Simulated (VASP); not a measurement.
Wanted: the native input for a VASP 6.6.1 run.

- Task: single point
- Functional: PBE
- Dispersion: D3(BJ)
- Potentials or basis: VASP PAW PBE potentials, release 64 (C_h, O_h)
- Cutoff: 910 eV
- k mesh: 1 × 1 × 1
- Occupations: fermi-dirac, width 0.05 eV
- Spin: no spin polarisation
- Dipole correction: no
- Further INCAR settings: LREAL = Auto; ALGO = Normal; EDIFF = 1e-06; NBANDS = 120

The structure of CO2 lies in POSCAR:

```
CO2
1.0
    8.5889170000      0.0000000000      0.0000000000
    0.0000000000      8.5889170000      0.0000000000
    0.0000000000      0.0000000000      8.5889170000
C O
12 24
Direct
    0.1142286041      0.4620838692      0.4010051558
    0.4974783200      0.8536349810     -0.0230063930
    0.7729496047      0.4744835699      0.5985737201
    0.1587510975      0.1051704190      0.7395111630
    0.3495900589      0.4508484597      0.0797888721
    1.0848166305      0.0708936878      0.2811530255
    0.1137512448      0.7228617997      0.8858742028
    0.7939650599      0.7868978126      0.1693810756
    0.4038227404      0.7951060652      0.4426984217
    0.7857102356      0.9511560072      0.7525861526
    0.7912522615      0.3737491001     -0.0087438265
    0.5624806946      0.1116322349      0.4213453221
    0.1828169954      0.4590916410      0.5208805720
    0.0849699677      0.4932752290      0.2665411716
    0.5009013360      0.7519574354     -0.1092920097
    0.4978159645      0.9501663597      0.0678898166
    0.7022072748      0.5794793453      0.6587326435
    0.8509920401      0.3788021237      0.5364820734
    0.2497637362      0.0074165346      0.7172149876
    0.0601356376      0.1964392018      0.7689910148
    0.4208796057      0.4692791885      0.1980692094
    0.2846109702      0.4328135899     -0.0389338959
    1.0106396418     -0.0170568653      0.3611863987
    1.1394684568      0.1656204152      0.1984068539
    0.1437550276      0.8119300722      0.9884948242
    0.0847021807      0.6363083960      0.7807503554
    0.7753596874      0.6876536355      0.2663083134
    0.8226415507      0.8735909312      0.0671097415
    0.5155364757      0.8224669071      0.5165843377
    0.2903159968      0.7844760870      0.3680440735
    0.9132466876      0.8927435205      0.7260403145
    0.6686058324      1.0124210072      0.7772807678
    0.8586880046      0.4900734283      0.0166377204
    0.7146302613      0.2616278630     -0.0284552756
    0.4275277081      0.1429749525      0.4221836117
    0.6960248888      0.0895339890      0.4078977594
```

The input as run:

INCAR

```
PREC = Accurate ; ENCUT = 910
EDIFF = 1E-6 ; ISMEAR = -1
SIGMA = 0.05 ; LREAL = Auto
LASPH = True ; NELM = 120
ALGO = Normal ; ISIF = 2
LWAVE = False ; LCHARG = True
GGA = PE ; IVDW = 12
LELF = True ; LVHAR = True
NBANDS = 120 ; GGA_COMPAT = False
```

KPOINTS

```
regular mesh
0
Gamma
  1 1 1
```

Potentials or basis: VASP PAW PBE potentials, release 64 (C_h, O_h).

Run with:

```sh
$ cat potpaw_PBE.64/C_h/POTCAR potpaw_PBE.64/O_h/POTCAR > POTCAR
$ mpirun -np 1 vasp_gam > vasp.out
```

Results of the run:

| Item | Value |
| --- | --- |
| Pressure | -2.3 GPa |
| Largest force | 5.395 eV/Å |
| Band gap on the k mesh | 5.77 eV |
| Dispersion energy per atom | -0.058 eV |

Caveat: the k points lie up to 0.73 Å⁻¹ apart; the cutoff is under 1.25 times the usual one of these potentials, so pressure, stress and relaxed cells hold a basis-set (Pulay) error; the atoms stand as in a frame of molecular dynamics.

It took 3.5 min on 1 thread of Intel(R) Xeon(R) 6975P-C (Granite Rapids) (shared host), peak memory 1.2 GiB.
